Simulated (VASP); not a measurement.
# ZrSi3 (Pm-3m) in VASP: a series of runs

Runs on ZrSi3. Level: PBE. Tasks: single point.

All numbers are computed with VASP 6.6.1; they aren't measurements. Logs are shortened: lines on timing, memory, paths and dates and some standing lists are left out, and cuts for length are marked.

### 1 The cell of the first run

The structure is cubic, space group Pm-3m (No. 221). Conventional cell: a = 4.042 Å, b = 4.042 Å, c = 4.042 Å, α = 90.00°, β = 90.00°, γ = 90.00°. Within 3.8 Å of Zr (site symmetry m-3m) lie 12 Si at 2.86 Å. Within 3.8 Å of Si (site symmetry 4/mmm) lie 4 Zr at 2.86 Å and 8 Si at 2.86 Å.

### 2 Single point, PBE (16.51 Å³/atom)

Contents of INCAR:

```
SYSTEM = ZrSi3
  PREC = Accurate
  ENCUT = 520
  EDIFF = 1E-6
  ISMEAR = 0
  SIGMA = 0.05
  LREAL = .False.
  LASPH = .True.
  NELM = 100
  ALGO = Normal
  ISIF = 2
  LWAVE = .False.
  LCHARG = .True.
  GGA = PE
  LELF = .True.
  LVHAR = .True.
  NBANDS = 20
```

Contents of KPOINTS:

```
regular mesh
0
Gamma
  8 8 8
  0 0 0
```

Contents of POSCAR:

```
ZrSi3
1.0
    4.0424486512      0.0000000000      0.0000000000
    0.0000000000      4.0424486512      0.0000000000
    0.0000000000      0.0000000000      4.0424486512
Zr Si
1 3
Direct
    0.0000000000      0.0000000000      0.0000000000
    0.0000000000      0.5000000000      0.5000000000
    0.5000000000      0.5000000000      0.0000000000
    0.5000000000      0.0000000000      0.5000000000
```

Potentials or basis: VASP PAW PBE potentials, release 64 (Zr_sv, Si).

On the command line:

```console
> cat potpaw_PBE.64/Zr_sv/POTCAR potpaw_PBE.64/Si/POTCAR > POTCAR
> mpirun -np 1 vasp_std > vasp.out
```

OUTCAR:

```text
SYSTEM = ZrSi3
   PREC = Accurate
   ENCUT = 520
   EDIFF = 1E-6
   ISMEAR = 0
   LREAL = .False.
   LASPH = .True.
   NELM = 100
   ISIF = 2
   GGA = PE

 ion  position               nearest neighbor table
   1  0.000  0.000  0.000-   2 2.86   3 2.86   4 2.86   2 2.86   4 2.86   2 2.86   3 2.86   2 2.86
                             3 2.86   4 2.86   4 2.86   3 2.86
   2  0.000  0.500  0.500-   1 2.86   3 2.86   4 2.86   1 2.86   3 2.86   1 2.86   4 2.86   1 2.86
                             3 2.86   4 2.86   3 2.86   4 2.86
   3  0.500  0.500  0.000-   1 2.86   2 2.86   4 2.86   2 2.86   4 2.86   1 2.86   4 2.86   4 2.86
                             1 2.86   2 2.86   2 2.86   1 2.86
   4  0.500  0.000  0.500-   1 2.86   2 2.86   3 2.86   1 2.86   3 2.86   2 2.86   3 2.86   3 2.86
                             1 2.86   2 2.86   1 2.86   2 2.86

  LATTYP: Found a simple cubic cell.
 ALAT       =     4.0424486512

  Lattice vectors:

 A1 = (   4.0424486512,   0.0000000000,   0.0000000000)
 A2 = (   0.0000000000,   4.0424486512,   0.0000000000)
 A3 = (   0.0000000000,   0.0000000000,   4.0424486512)

Analysis of symmetry for initial positions (statically):
=====================================================================
 Subroutine PRICEL returns:
 Original cell was already a primitive cell.

 Routine SETGRP: Setting up the symmetry group for a
 simple cubic supercell.

 Subroutine GETGRP returns: Found 48 space group operations
 (whereof 48 operations were pure point group operations)
 out of a pool of 48 trial point group operations.

The static configuration has the point symmetry O_h .

Analysis of symmetry for dynamics (positions and initial velocities):
=====================================================================
 Subroutine PRICEL returns:
 Original cell was already a primitive cell.

 Routine SETGRP: Setting up the symmetry group for a
 simple cubic supercell.

 Subroutine GETGRP returns: Found 48 space group operations
 (whereof 48 operations were pure point group operations)
 out of a pool of 48 trial point group operations.

The dynamic configuration has the point symmetry O_h .

 Subroutine INISYM returns: Found 48 space group operations
 (whereof 48 operations are pure point group operations),
 and found     1 'primitive' translations

----------------------------------------------------------------------------------------

                                     Primitive cell

  volume of cell :      66.0592

  direct lattice vectors                    reciprocal lattice vectors
     4.042448651  0.000000000  0.000000000     0.247374818  0.000000000  0.000000000
     0.000000000  4.042448651  0.000000000     0.000000000  0.247374818  0.000000000
     0.000000000  0.000000000  4.042448651     0.000000000  0.000000000  0.247374818

  length of vectors
     4.042448651  4.042448651  4.042448651     0.247374818  0.247374818  0.247374818

  position of ions in fractional coordinates (direct lattice)
     0.000000000  0.000000000  0.000000000
     0.000000000  0.500000000  0.500000000
     0.500000000  0.500000000  0.000000000
     0.500000000  0.000000000  0.500000000

  ion indices of the primitive-cell ions
   primitive index   ion index
                 1           1
                 2           2
                 3           3
                 4           4

----------------------------------------------------------------------------------------

 KPOINTS: regular mesh

Automatic generation of k-mesh.
 Grid dimensions read from file:
 generate k-points for:    8    8    8

 Generating k-lattice:

  Cartesian coordinates                     Fractional coordinates (reciprocal lattice)
     0.030921852  0.000000000  0.000000000     0.125000000  0.000000000  0.000000000
     0.000000000  0.030921852  0.000000000     0.000000000  0.125000000  0.000000000
     0.000000000  0.000000000  0.030921852     0.000000000  0.000000000  0.125000000

  Length of vectors
     0.030921852  0.030921852  0.030921852

  Shift w.r.t. Gamma in fractional coordinates (k-lattice)
     0.000000000  0.000000000  0.000000000

 Subroutine IBZKPT returns following result:
 ===========================================

 Found     35 irreducible k-points:

 Following reciprocal coordinates:
            Coordinates               Weight
  0.000000  0.000000  0.000000      1.000000
  0.125000  0.000000  0.000000      6.000000
  0.250000  0.000000  0.000000      6.000000
  0.375000  0.000000  0.000000      6.000000
  0.500000  0.000000  0.000000      3.000000
  0.125000  0.125000  0.000000     12.000000
[... 16 lines left out ...]
  0.375000  0.375000  0.125000     24.000000
  0.500000  0.375000  0.125000     24.000000
 [... further k-points ...]
   k-points           NKPTS =     35   k-points in BZ     NKDIM =     35   number of bands    NBANDS=     20
   number of dos      NEDOS =    301   number of ions     NIONS =      4
   total plane-waves  NPLWV =  27000
   dimension x,y,z NGX =    30 NGY =   30 NGZ =   30
   dimension x,y,z NGXF=    60 NGYF=   60 NGZF=   60
   ions per type =               1   3
   NGX,Y,Z   is equivalent  to a cutoff of  12.34, 12.34, 12.34 a.u.
   NGXF,Y,Z  is equivalent  to a cutoff of  24.68, 24.68, 24.68 a.u.
 SYSTEM =  ZrSi3
   PREC   = accura    normal or accurate (medium, high low for compatibility)
   ISTART =      0    job   : 0-new  1-cont  2-samecut
   ICHARG =      2    charge: 1-file 2-atom 10-const
   ISPIN  =      1    spin polarized calculation?
   LNONCOLLINEAR =      F non collinear calculations
   LSORBIT =      F    spin-orbit coupling
   LASPH  =      T    aspherical Exc in radial PAW
   ENCUT  =  520.0 eV  38.22 Ry    6.18 a.u.   7.52  7.52  7.52*2*pi/ulx,y,z
   NELM   =    100;   NELMIN=  2; NELMDL= -5     # of ELM steps
   EDIFF  = 0.1E-05   stopping-criterion for ELM
   LREAL  =      F    real-space projection
   EDIFFG = 0.1E-04   stopping-criterion for IOM
   NSW    =      0    number of steps for IOM
   IBRION =     -1    ionic relax: 0-MD 1-quasi-New 2-CG
   NFREE  =      0    steps in history (QN), initial steepest desc. (CG)
   ISIF   =      2    stress and relaxation
   ISYM   =      2    0-nonsym 1-usesym 2-fastsym
   POTIM  = 0.5000    time-step for ionic-motion
   TEBEG  =    0.0;   TEEND  =   0.0 temperature during run
   PSTRESS=    0.0 pullay stress
   NELECT =      24.0000    total number of electrons
   NUPDOWN=      -1.0000    fix difference up-down
   EMIN   =  10.00;   EMAX   =-10.00  energy-range for DOS
   EFERMI =   0.00;   METHOD = LEGACY
   ISMEAR =     0;   SIGMA  =   0.05  broadening in eV -4-tet -1-fermi 0-gaus
   EFERMI_NEDOS =   21; number of points for ismear=-14 and -15
   IALGO  =     38    algorithm
   IMIX   =      4    mixing-type and parameters
     AMIX     =   0.40;   BMIX     =  1.00
     AMIX_MAG =   1.60;   BMIX_MAG =  1.00
  volume/ion in A,a.u.               =      16.51       111.45
  Fermi-wavevector in a.u.,A,eV,Ry     =   1.168156  2.207494 18.566343  1.364588
  Thomas-Fermi vector in A             =   2.304646
   LORBIT       =      0    0 simple, 1 ext, 2 COOP (PROOUT), +10 PAW based schemes
   GGA     = PE    functional components
   LHFCALC =     F    Hartree Fock is set to
   AEXX    =    0.0000 exact exchange contribution
   IVDW    =     0    specifies the selected vdW correction
   LEPSILON=     F    determine dielectric tensor
   LRPA    =     F    only Hartree local field effects (RPA)
 non-spin polarized calculation
 Gauss-broadening in eV      SIGMA  =   0.05
  energy-cutoff  :      520.00
  volume of cell :       66.06
 maximum number of plane-waves:      1800
   NGX = 15   NGY = 15   NGZ = 15

 number of electron      24.0000003 magnetization

 Free energy of the ion-electron system (eV)
  ---------------------------------------------------
  ext. energy  EPLUGINS =         0.00000000
  ---------------------------------------------------
  free energy    TOTEN  =       -25.30123921 eV

  energy without entropy =      -25.29877356  energy(sigma->0) =      -25.30000639

 E-fermi :  10.1639     XC(G=0): -11.2020

 val. band max:       10.1628015403   @ k =   0.2500   0.0000   0.0000
 cond. band min:      10.1941299763   @ k =   0.3750   0.3750   0.0000
 fundamental gap:      0.0313284360
 Fermi energy:        10.1638562228

 k-point     1 :       0.0000    0.0000    0.0000
  band No.  band energies     occupation
      1     -39.2980      2.00000
      2     -17.3750      2.00000
      3     -17.3750      2.00000
      4     -17.3750      2.00000
      5      -2.5516      2.00000
      6       4.3044      2.00000
[... 12 lines left out ...]
     19      12.3342      0.00000
     20      16.0989      0.00000

 k-point     2 :       0.1250    0.0000    0.0000
  band No.  band energies     occupation
      1     -39.2976      2.00000
      2     -17.3867      2.00000
      3     -17.3739      2.00000
      4     -17.3739      2.00000
      5      -2.4005      2.00000
      6       3.5990      2.00000
[... 12 lines left out ...]
     19      13.9998      0.00000
     20      15.2730      0.00000

 k-point     3 :       0.2500    0.0000    0.0000
  band No.  band energies     occupation
      1     -39.2966      2.00000
      2     -17.4147      2.00000
      3     -17.3714      2.00000
      4     -17.3714      2.00000
      5      -1.9586      2.00000
      6       2.3229      2.00000
[... 12 lines left out ...]
     19      14.5769      0.00000
     20      14.7252      0.00000

 k-point     4 :       0.3750    0.0000    0.0000
  band No.  band energies     occupation
      1     -39.2956      2.00000
      2     -17.4425      2.00000
      3     -17.3688      2.00000
      4     -17.3688      2.00000
      5      -1.2667      2.00000
      6       1.0489      2.00000
[... 429 lines left out ...]
 k-point    23 :       0.3750    0.3750    0.1250
  band No.  band energies     occupation
      1     -39.2929      2.00000
      2     -17.4315      2.00000
      3     -17.4300      2.00000
      4     -17.3732      2.00000
      5      -0.1136      2.00000
      6       2.0134      2.00000
[... 12 lines left out ...]
     19      14.7876      0.00000
     20      15.4473      0.00000

 k-point    24 :       0.5000    0.3750    0.1250
  band No.  band energies     occupation
      1     -39.2925      2.00000
      2     -17.4414      2.00000
      3     -17.4290      2.00000
      4     -17.3720      2.00000
      5       0.3055      2.00000
      6       1.4676      2.00000
[... 12 lines left out ...]
     19      15.2894      0.00000
     20      16.1745      0.00000

 [... further k-points ...]

------------------------ aborting loop because EDIFF is reached ----------------------------------------

  FORCE on cell =-STRESS in cart. coord.  units (eV):
  Direction    XX          YY          ZZ          XY          YZ          ZX
  --------------------------------------------------------------------------------------
  -------------------------------------------------------------------------------------
  Total       -1.6991090     -1.6991090     -1.6991090     -0.0000000     -0.0000000      0.0000000
  in kB      -41.2095888    -41.2095888    -41.2095888     -0.0000000     -0.0000000      0.0000000
  external PRESSURE =     -41.2095888 kB  Pullay stress =       0.0000000 kB

 VOLUME and BASIS-vectors are now :
 -----------------------------------------------------------------------------
  energy-cutoff  :      520.00
  volume of cell :       66.06
      direct lattice vectors                 reciprocal lattice vectors
     4.042448651  0.000000000  0.000000000     0.247374818  0.000000000  0.000000000
     0.000000000  4.042448651  0.000000000     0.000000000  0.247374818  0.000000000
     0.000000000  0.000000000  4.042448651     0.000000000  0.000000000  0.247374818

 POSITION                                       TOTAL-FORCE (eV/Angst)
 -----------------------------------------------------------------------------------
      0.00000      0.00000      0.00000         0.000000      0.000000      0.000000
      0.00000      2.02122      2.02122         0.000000      0.000000      0.000000
      2.02122      2.02122      0.00000         0.000000      0.000000      0.000000
      2.02122      0.00000      2.02122         0.000000      0.000000      0.000000
 -----------------------------------------------------------------------------------
    total drift:                               -0.000000     -0.000000      0.000000

  FREE ENERGIE OF THE ION-ELECTRON SYSTEM (eV)
  ---------------------------------------------------
  free  energy   TOTEN  =       -25.3012392145 eV

  energy  without entropy=      -25.2987735557  energy(sigma->0) =      -25.30000639
```

Wall time 61 s (1 thread of AMD EPYC 7R13, shared host); peak memory 0.16 GiB.

What came out:

```
Free energy            : -25.3012 eV
Pressure               : -4.1 GPa
Band gap on the k mesh : zero (bands 12 and 13 overlap by 2.29 eV)
```

Caveat: the cell stands under tension.

### 3 Single point, PBE (16.99 Å³/atom)

This run uses another cell than the first one, of 16.99 Å³/atom.

Contents of INCAR:

```
SYSTEM = ZrSi3
PREC = Accurate ; ENCUT = 520
EDIFF = 1E-7 ; ISMEAR = 0
SIGMA = 0.05 ; LREAL = .False.
LASPH = .True. ; NELM = 60
ALGO = Normal ; ISIF = 2
LWAVE = .False. ; LCHARG = .False.
GGA = PE ; NBANDS = 20
```

KPOINTS is that of step 2.

Contents of POSCAR:

```
ZrSi3
1.0
    4.0809504794      0.0000000000      0.0000000000
    0.0000000000      4.0809504794      0.0000000000
    0.0000000000      0.0000000000      4.0809504794
Zr Si
1 3
Direct
    0.0000000000      0.0000000000      0.0000000000
    0.0000000000      0.5000000000      0.5000000000
    0.5000000000      0.5000000000      0.0000000000
    0.5000000000      0.0000000000      0.5000000000
```

Potentials or basis: VASP PAW PBE potentials, release 64 (Zr_sv, Si).

On the command line:

```console
> cat potpaw_PBE.64/Zr_sv/POTCAR potpaw_PBE.64/Si/POTCAR > POTCAR
> mpirun -np 1 vasp_std > vasp.out
```

OUTCAR:

```text
SYSTEM = ZrSi3
   PREC = Accurate
   ENCUT = 520
   EDIFF = 1E-7
   ISMEAR = 0
   LREAL = .False.
   LASPH = .True.
   NELM = 60
   ISIF = 2
   GGA = PE

 ion  position               nearest neighbor table
   1  0.000  0.000  0.000-   2 2.89   3 2.89   4 2.89   2 2.89   4 2.89   2 2.89   3 2.89   2 2.89
                             3 2.89   4 2.89   4 2.89   3 2.89
   2  0.000  0.500  0.500-   1 2.89   3 2.89   4 2.89   1 2.89   3 2.89   1 2.89   4 2.89   1 2.89
                             3 2.89   4 2.89   3 2.89   4 2.89
   3  0.500  0.500  0.000-   1 2.89   2 2.89   4 2.89   2 2.89   4 2.89   1 2.89   4 2.89   4 2.89
                             1 2.89   2 2.89   2 2.89   1 2.89
   4  0.500  0.000  0.500-   1 2.89   2 2.89   3 2.89   1 2.89   3 2.89   2 2.89   3 2.89   3 2.89
[... 756 lines left out ...]
  Total       -2.8300340     -2.8300340     -2.8300340     -0.0000000     -0.0000000      0.0000000
  in kB      -66.7141978    -66.7141978    -66.7141978     -0.0000000     -0.0000000      0.0000000
  external PRESSURE =     -66.7141978 kB  Pullay stress =       0.0000000 kB

 VOLUME and BASIS-vectors are now :
 -----------------------------------------------------------------------------
  energy-cutoff  :      520.00
  volume of cell :       67.96
      direct lattice vectors                 reciprocal lattice vectors
     4.080950479  0.000000000  0.000000000     0.245040954  0.000000000  0.000000000
     0.000000000  4.080950479  0.000000000     0.000000000  0.245040954  0.000000000
     0.000000000  0.000000000  4.080950479     0.000000000  0.000000000  0.245040954

 POSITION                                       TOTAL-FORCE (eV/Angst)
 -----------------------------------------------------------------------------------
      0.00000      0.00000      0.00000         0.000000      0.000000      0.000000
      0.00000      2.04048      2.04048         0.000000      0.000000      0.000000
      2.04048      2.04048      0.00000         0.000000      0.000000      0.000000
      2.04048      0.00000      2.04048         0.000000      0.000000      0.000000
 -----------------------------------------------------------------------------------
    total drift:                               -0.000000     -0.000000     -0.000000

  FREE ENERGIE OF THE ION-ELECTRON SYSTEM (eV)
  ---------------------------------------------------
  free  energy   TOTEN  =       -25.2371112175 eV

  energy  without entropy=      -25.2346931816  energy(sigma->0) =      -25.23590220
```

OSZICAR:

```text
N       E                     dE             d eps       ncg     rms          rms(c)
DAV:   1     0.112080435041E+03    0.11208E+03   -0.11305E+04  1400   0.109E+03
DAV:   2    -0.195916241917E+02   -0.13167E+03   -0.12799E+03  1656   0.245E+02
DAV:   3    -0.261704549631E+02   -0.65788E+01   -0.64633E+01  2300   0.437E+01
DAV:   4    -0.263217619327E+02   -0.15131E+00   -0.15070E+00  1824   0.610E+00
DAV:   5    -0.263264416937E+02   -0.46798E-02   -0.46790E-02  2068   0.901E-01    0.145E+01
DAV:   6    -0.252955666314E+02    0.10309E+01   -0.32614E+00  1640   0.968E+00    0.564E+00
DAV:   7    -0.252512670404E+02    0.44300E-01   -0.23856E-01  1812   0.244E+00    0.265E+00
DAV:   8    -0.252371155719E+02    0.14151E-01   -0.38182E-02  1728   0.108E+00    0.300E-01
DAV:   9    -0.252370878468E+02    0.27725E-04   -0.30130E-03  1876   0.359E-01    0.136E-01
DAV:  10    -0.252371162884E+02   -0.28442E-04   -0.24320E-04  1824   0.115E-01    0.475E-02
DAV:  11    -0.252371112653E+02    0.50231E-05   -0.13151E-05  1732   0.266E-02    0.112E-02
DAV:  12    -0.252371111901E+02    0.75260E-07   -0.11229E-06  2008   0.518E-03    0.120E-03
DAV:  13    -0.252371112175E+02   -0.27445E-07   -0.13097E-07  1172   0.176E-03
   1 F= -.25237111E+02 E0= -.25235902E+02  d E =-.241804E-02
```

It took 58 s on 1 thread of AMD EPYC 7R13, shared host; peak memory 0.16 GiB.

What came out:

| Item | Value |
| --- | --- |
| Free energy | -25.2371 eV |
| Pressure | -6.7 GPa |
| Band gap on the k mesh | zero (bands 12 and 13 overlap by 2.20 eV) |

Caveat: the cell stands under tension.

### 4 Single point, PBE (17.47 Å³/atom)

This run uses another cell than the first one, of 17.47 Å³/atom.

Contents of INCAR:

```
  PREC = Accurate
  ENCUT = 520
  EDIFF = 1E-6
  ISMEAR = 0
  SIGMA = 0.05
  LREAL = F
  LASPH = T
  NELM = 60
  ALGO = Normal
  ISIF = 2
  LWAVE = F
  LCHARG = F
  GGA = PE
  NBANDS = 20
```

Contents of KPOINTS:

```
regular mesh
0
Gamma
  8 8 8
```

Contents of POSCAR:

```
ZrSi3
1.0
    4.1187392079      0.0000000000      0.0000000000
    0.0000000000      4.1187392079      0.0000000000
    0.0000000000      0.0000000000      4.1187392079
Zr Si
1 3
Direct
    0.0000000000      0.0000000000      0.0000000000
    0.0000000000      0.5000000000      0.5000000000
    0.5000000000      0.5000000000      0.0000000000
    0.5000000000      0.0000000000      0.5000000000
```

On the command line:

```console
> cat potpaw_PBE.64/Zr_sv/POTCAR potpaw_PBE.64/Si/POTCAR > POTCAR
> mpirun -np 1 vasp_std > vasp.out
```

Wall time 33 s (1 thread of Intel Xeon Platinum 8375C at 2.90GHz (Ice Lake), shared host); peak memory 0.19 GiB.

Results (log left out):

* Free energy: -25.1449 eV
* Pressure: -8.9 GPa
* Band gap on the k mesh: zero (bands 12 and 13 overlap by 2.13 eV)

Levels at points of the mesh, in eV from the Fermi level:
```
           k point  band 8  band 9  band 10  band 11  band 12  band 13  band 14  band 15  band 16  band 17
(0.00, 0.00, 0.00)   -3.78   -3.78    -3.78    -0.15    -0.15    -0.15     0.67     1.84     1.84     1.88
(0.50, 0.00, 0.00)   -3.94   -3.94    -3.49    -0.92    -0.92    -0.01     0.23     0.23     2.27     2.37
(0.50, 0.50, 0.00)   -6.06   -2.77    -2.77    -0.99    -0.90     0.55     0.55     0.95     1.12     2.96
(0.50, 0.50, 0.50)   -6.17   -4.49    -4.49    -4.49     0.35     1.50     1.50     2.89     2.89     2.89
```

Caveat: the cell stands under tension.

### 5 The runs side by side

| cell | gap on the mesh (eV) | pressure (GPa) |
| --- | --- | --- |
| a = 4.042 Å, 4 atoms | none | -4.1 |
| a = 4.081 Å, 4 atoms | none | -6.7 |
| a = 4.119 Å, 4 atoms | none | -8.9 |

Alike in all rows: task single point; level PBE; potentials or basis VASP PAW PBE potentials, release 64 (Zr_sv, Si); no spin polarisation; k mesh 8 × 8 × 8; cutoff (eV) 520; smearing gaussian 0.05 eV.

Caveats: the cell stands under tension.

Total energies depend on the potentials used, so only differences within one code and one set of settings carry meaning.
